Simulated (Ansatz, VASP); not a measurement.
## Two plane-wave programs on Al3BN2

```
CELL_PARAMETERS angstrom
2.60991 0.00000 0.00000
0.00000 2.60991 0.00000
0.00000 0.00000 8.34761
ATOMIC_POSITIONS crystal
Al 0.00000 0.00000 0.00000
Al 0.00000 0.00000 0.68903
Al 0.00000 0.00000 0.31097
B 0.50000 0.50000 0.50000
N 0.50000 0.50000 0.84629
N 0.50000 0.50000 0.15371
```

Change from the starting cell: species swapped into the MgSc3Ru2 type (P4/mmm, No. 123).

Alike in both runs: functional PBE; k mesh 4 × 4 × 2; occupations gaussian, width 0.15 eV; no spin polarisation.

Ansatz relaxed the structure, and its values are those at the end. VASP's run is a single point on that final structure, the one shown.

|  | VASP | Ansatz |
| --- | --- | --- |
| version | VASP 6.6.1 | Ansatz 0.2.0 |
| potentials or method | VASP PAW PBE potentials, release 64 (Al, B, N), cutoff 600 eV | scalar-relativistic, plane waves, PAW |
| valence electrons in the cell | 22 | 22 |

```tsv
	VASP	Ansatz	Ansatz less VASP
gap on the k mesh at the Fermi level (eV)	none	none	-
pressure (GPa)	-0.7	-0.5	+0.18
```

A gap of «none» marks a metal or a gap that the smearing closes.

The k mesh is coarse, so the values compare programs but aren't converged.
